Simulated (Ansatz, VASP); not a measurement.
**C in VASP and in Ansatz**

```xyz
2
Lattice="0.0000 1.8000 1.8000 1.8000 0.0000 1.8000 1.8000 1.8000 0.0000" Properties=species:S:1:pos:R:3 pbc="T T T"
C     1.8000    1.8000    1.8000
C     2.7000    2.7000    2.7000
```

Alike in both runs: task single point; functional PBE; k mesh 12 × 12 × 12; occupations gaussian, width 0.05 eV; no spin polarisation.

```csv
,VASP,Ansatz
version,VASP 6.6.1,Ansatz 0.2.0
potentials or method,"VASP PAW PBE potentials, release 64 (C), cutoff 520 eV","scalar-relativistic, plane waves, PAW"
valence electrons in the cell,8,8
```

Ansatz gave:

| Item | Value |
| --- | --- |
| gap on the k mesh at the Fermi level (eV) | 4.10 |
| least direct gap on the mesh (eV) | 5.52 |
| pressure (GPa) | -9.8 |

Task: What did VASP give for the same quantities?

Result: gap on the k mesh at the Fermi level (eV): 4.09; least direct gap on the mesh (eV): 5.51; pressure (GPa): -9.3.
